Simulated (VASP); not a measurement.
Write the native input for VASP 6.6.1 that does the following.

```
Task                   : relaxation of cell and atoms
Functional             : PBEsol
Potentials or basis    : VASP PAW PBE potentials, release 64 (Hf_pv)
Cutoff                 : 600 eV
k mesh                 : 12 × 12 × 14
Occupations            : gaussian, width 0.1 eV
Spin                   : no spin polarisation
Dipole correction      : no
Further INCAR settings : ALGO = Fast; EDIFF = 1e-06; IBRION = 2; EDIFFG = -0.005; NSW = 100; ISIF = 3
```

The structure of Hf lies in POSCAR:

```
Hf
1.0
    4.9623295440      0.0000000000      0.0000000000
   -2.4811647720      4.2975034470      0.0000000000
    0.0000000000      0.0000000000      3.0862322500
Hf
3
Direct
    0.6666666700      0.3333333300      0.5000000000
    0.3333333300      0.6666666700      0.5000000000
    0.0000000000      0.0000000000      0.0000000000
```

One way to write it, as run:

INCAR

```
SYSTEM = Hf
ALGO = Fast
EDIFF = 1E-6
EDIFFG = -0.005
ENCUT = 600
GGA = PS
IBRION = 2
ISIF = 3
ISMEAR = 0
LASPH = .TRUE.
LCHARG = .FALSE.
LREAL = .FALSE.
LWAVE = .FALSE.
NELM = 60
NSW = 100
PREC = Accurate
SIGMA = 0.1
```

KPOINTS

```
k-points
0
G
  12 12 14
  0 0 0
```

Potentials or basis: VASP PAW PBE potentials, release 64 (Hf_pv).

The run is started by

```sh
$ cat potpaw_PBE.64/Hf_pv/POTCAR > POTCAR
$ mpirun -np 1 vasp_std > vasp.out
```

Results of the run:

```yaml
Relaxed_volume: 21.32 Å³/atom
Relaxed_cell: a = 4.913 Å, b = 4.913 Å, c = 3.060 Å, α = 90.00°, β = 90.00°, γ = 120.00°
Space_group_after_relaxing_to_0.05_Å: P6/mmm (No. 191)
Energy_gained_by_relaxing: 6.3 meV/atom
Ionic_steps: 8
Pressure_after_relaxing: 0.0 GPa
Band_gap_on_the_k_mesh: zero (band 15 reaches 5.29 eV, above the bottom of band 16 at 4.32 eV)
```

Caveat: the PAW data sets were made with another functional, which shifts forces and pressure a little; spin-orbit coupling is left out, which moves the levels of the heavy elements.

Wall time 5.8 min on 1 thread of Intel(R) Xeon(R) 6975P-C (Granite Rapids), on a shared host, peak memory 0.35 GiB.
